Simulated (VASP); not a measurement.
# TaN (P6_3mc) in VASP: further runs, part 3 of 3

VASP 6.6.1. The steps go on from the part before.

## Step 6: Electric field gradients, PBEsol (volume scaled by 0.94)

INCAR reads:

```
ALGO = Normal ; EDIFF = 1E-8
ENCUT = 520 ; GGA = PS
ISIF = 2 ; ISMEAR = -1
LASPH = True ; LCHARG = False
LEFG = True ; LREAL = False
LWAVE = False ; NBANDS = 24
NELM = 60 ; PREC = Accurate
SIGMA = 0.01
```

KPOINTS reads:

```
k-points
0
Gamma
  9 9 5
```

POSCAR reads:

```
TaN
1.0
    2.9877386998      0.0000000000      0.0000000000
   -1.4938693500      2.5874576140      0.0000000000
    0.0000000000      0.0000000000      4.8391553770
Ta N
2 2
Direct
    0.3333333333      0.6666666667      0.0000000000
    0.6666666667      0.3333333333      0.5000000000
    0.3333333333      0.6666666667      0.3850000000
    0.6666666667      0.3333333333      0.8850000000
```

Potentials or basis: VASP PAW PBE potentials, release 64 (Ta_pv, N).

The run is started by

```sh
$ cat potpaw_PBE.64/Ta_pv/POTCAR potpaw_PBE.64/N/POTCAR > POTCAR
$ mpirun -np 1 vasp_std > vasp.out
```

OUTCAR:

```text
EDIFF = 1E-8
   ENCUT = 520
   GGA = PS
   ISIF = 2
   ISMEAR = -1
   LASPH = True
   LREAL = False
   NELM = 60
   PREC = Accurate

 ion  position               nearest neighbor table
   1  0.333  0.667  0.000-   4 1.81   4 1.81   4 1.81   3 1.86   2 2.97   2 2.97   2 2.97   2 2.97
                             2 2.97   2 2.97
   2  0.667  0.333  0.500-   3 1.81   3 1.81   3 1.81   4 1.86   1 2.97   1 2.97   1 2.97   1 2.97
                             1 2.97   1 2.97
   3  0.333  0.667  0.385-   2 1.81   2 1.81   2 1.81   1 1.86
   4  0.667  0.333  0.885-   1 1.81   1 1.81   1 1.81   2 1.86

  LATTYP: Found a hexagonal cell.
 ALAT       =     2.9877386998
 C/A-ratio  =     1.6196715520

  Lattice vectors:

 A1 = (   2.9877386998,   0.0000000000,   0.0000000000)
 A2 = (  -1.4938693500,   2.5874576140,   0.0000000000)
 A3 = (   0.0000000000,   0.0000000000,   4.8391553770)

Analysis of symmetry for initial positions (statically):
=====================================================================
 Subroutine PRICEL returns:
 Original cell was already a primitive cell.

 Routine SETGRP: Setting up the symmetry group for a
 hexagonal supercell.

 Subroutine GETGRP returns: Found 12 space group operations
 (whereof  6 operations were pure point group operations)
 out of a pool of 24 trial point group operations.

The static configuration has the point symmetry C_3v.
 The point group associated with its full space group is C_6v.

Analysis of symmetry for dynamics (positions and initial velocities):
=====================================================================
 Subroutine PRICEL returns:
 Original cell was already a primitive cell.

 Routine SETGRP: Setting up the symmetry group for a
[... 811 lines left out ...]
     23      18.6884      0.00000
     24      18.6884      0.00000

 [... further k-points ...]
[... 5 lines left out ...]
  --------------------------------------------------------------------------------------
  -------------------------------------------------------------------------------------
  Total       44.3625153     44.3625153     36.7254875     -0.0000000      0.0000000      0.0000000
  in kB     1899.9462761   1899.9462762   1572.8696354     -0.0000001      0.0000000      0.0000000
  external PRESSURE =    1790.9207292 kB  Pullay stress =       0.0000000 kB

 VOLUME and BASIS-vectors are now :
 -----------------------------------------------------------------------------
  energy-cutoff  :      520.00
  volume of cell :       37.41
      direct lattice vectors                 reciprocal lattice vectors
     2.987738700  0.000000000  0.000000000     0.334701291  0.193239880  0.000000000
    -1.493869350  2.587457614  0.000000000     0.000000000  0.386479761  0.000000000
     0.000000000  0.000000000  4.839155377     0.000000000  0.000000000  0.206647632

 POSITION                                       TOTAL-FORCE (eV/Angst)
 -----------------------------------------------------------------------------------
     -0.00000      1.72497      0.00000         0.000000      0.000000      2.437205
      1.49387      0.86249      2.41958         0.000000     -0.000000      2.437205
     -0.00000      1.72497      1.86307        -0.000000      0.000000     -2.437205
      1.49387      0.86249      4.28265         0.000000     -0.000000     -2.437205
 -----------------------------------------------------------------------------------
    total drift:                               -0.000000     -0.000000     -0.000235

  FREE ENERGIE OF THE ION-ELECTRON SYSTEM (eV)
  ---------------------------------------------------
  free  energy   TOTEN  =       -38.5265910578 eV

  energy  without entropy=      -38.5251034344  energy(sigma->0) =      -38.52584725

 Electric field gradients (V/A^2)
---------------------------------------------------------------------
 ion       V_xx      V_yy      V_zz      V_xy      V_xz      V_yz
---------------------------------------------------------------------
   1     -64.752   -64.752   129.504     0.000    -0.000     0.000
   2     -64.752   -64.752   129.504     0.000     0.000    -0.000
   3      -5.898    -5.897    11.795     0.001     0.000    -0.000
   4      -5.898    -5.897    11.795     0.001    -0.000     0.000
---------------------------------------------------------------------

 Electric field gradients after diagonalization (V/A^2)
 (convention: |V_zz| > |V_xx| > |V_yy|)
----------------------------------------------------------------------
 ion       V_xx      V_yy      V_zz     asymmetry (V_yy - V_xx)/ V_zz
----------------------------------------------------------------------
   1     -64.752   -64.752   129.504       0.000
   2     -64.752   -64.752   129.504       0.000
   3      -5.899    -5.896    11.795       0.000
   4      -5.899    -5.896    11.795       0.000
----------------------------------------------------------------------

           NMR quadrupolar parameters

 Cq : quadrupolar parameter    Cq=e*Q*V_zz/h
 eta: asymmetry parameters     (V_yy - V_xx)/ V_zz
 Q  : nuclear electric quadrupole moment in mb (millibarn)
----------------------------------------------------------------------
 ion       Cq(MHz)       eta       Q (mb)
----------------------------------------------------------------------
   1       0.313       0.000       1.000
   2       0.313       0.000       1.000
   3       0.029       0.000       1.000
   4       0.029       0.000       1.000
----------------------------------------------------------------------
```

stdout:

```text
POSCAR found type information on POSCAR TaN
 POSCAR found :  2 types and       4 ions
 scaLAPACK will be used
 -----------------------------------------------------------------------------
|                                                                             |
|                                                                             |
|     You enforced a specific xc type in the INCAR file but a different       |
|     I HOPE YOU KNOW WHAT YOU ARE DOING!                                     |
|                                                                             |
 -----------------------------------------------------------------------------

 LDA part: xc-table for (Slater+PW92), standard interpolation
 POSCAR, INCAR and KPOINTS ok, starting setup
 FFT: planning ... GRIDC
 FFT: planning ... GRID_SOFT
 FFT: planning ... GRID
 WAVECAR not read
 entering main loop
ion   1

ion   2

ion   3

ion   4
```

Wall time 23 s (1 thread of AMD EPYC 7R13, shared host); peak memory 0.17 GiB.

What came out:

* Free energy: -38.5266 eV
* Pressure: 179.1 GPa
* Largest force: 2.437 eV/Å
* Band gap on the k mesh: zero (band 16 reaches 10.86 eV, above the bottom of band 17 at 8.50 eV)

Forces in eV/Å, atoms in the order of the input:
```
Ta   0.000  0.000  2.437
Ta   0.000  0.000  2.437
N    0.000  0.000 -2.437
N    0.000  0.000 -2.437
```

Stress tensor (GPa, compression positive):
```
189.99   0.00   0.00
  0.00 189.99   0.00
  0.00   0.00 157.29
```

Levels at points of the mesh, in eV from the Fermi level:
```tsv
k point	band 13	band 14	band 15	band 16	band 17	band 18	band 19	band 20
(0.00, 0.00, 0.00)	-8.22	-7.53	-0.95	-0.95	-0.16	2.37	2.86	2.86
```

Electric field gradients, principal values (V/Å²):
```csv
atom,least,middle,greatest (by size)
1 Ta,-64.752,-64.752,129.504
2 Ta,-64.752,-64.752,129.504
3 N,-5.896,-5.899,11.795
4 N,-5.896,-5.899,11.795
```

Caveat: without QUAD_EFG the Cq values of the log hold for a quadrupole moment of 1 mb, not for the nuclei; the PAW data sets were made with another functional, which shifts forces and pressure a little; spin-orbit coupling is left out, which moves the levels of the heavy elements.

## Step 7: Summary

| cell | gap on the mesh (eV) | pressure (GPa) | largest force (eV/Å) |
| --- | --- | --- | --- |
| a = 2.959, b = 2.959, c = 4.940 Å, angles 90.0, 90.0, 120.0°, 4 atoms | none | 180.8 | 4.27 |
| a = 3.050, b = 3.050, c = 4.940 Å, angles 90.0, 90.0, 120.0°, 4 atoms | none | 129.5 | 2.32 |
| a = 3.081, b = 3.081, c = 4.940 Å, angles 90.0, 90.0, 120.0°, 4 atoms | none | 115.0 | 1.71 |
| a = 2.988, b = 2.988, c = 4.839 Å, angles 90.0, 90.0, 120.0°, 4 atoms | none | 179.1 | 2.44 |

Alike in all rows: task electric field gradients; level PBEsol; potentials or basis VASP PAW PBE potentials, release 64 (Ta_pv, N); no spin polarisation; k mesh 9 × 9 × 5; cutoff (eV) 520; smearing fermi-dirac 0.01 eV.

Caveats: the PAW data sets were made with another functional, which shifts forces and pressure a little; spin-orbit coupling is left out, which moves the levels of the heavy elements.

Total energies depend on the potentials used, so only differences within one code and one set of settings carry meaning.
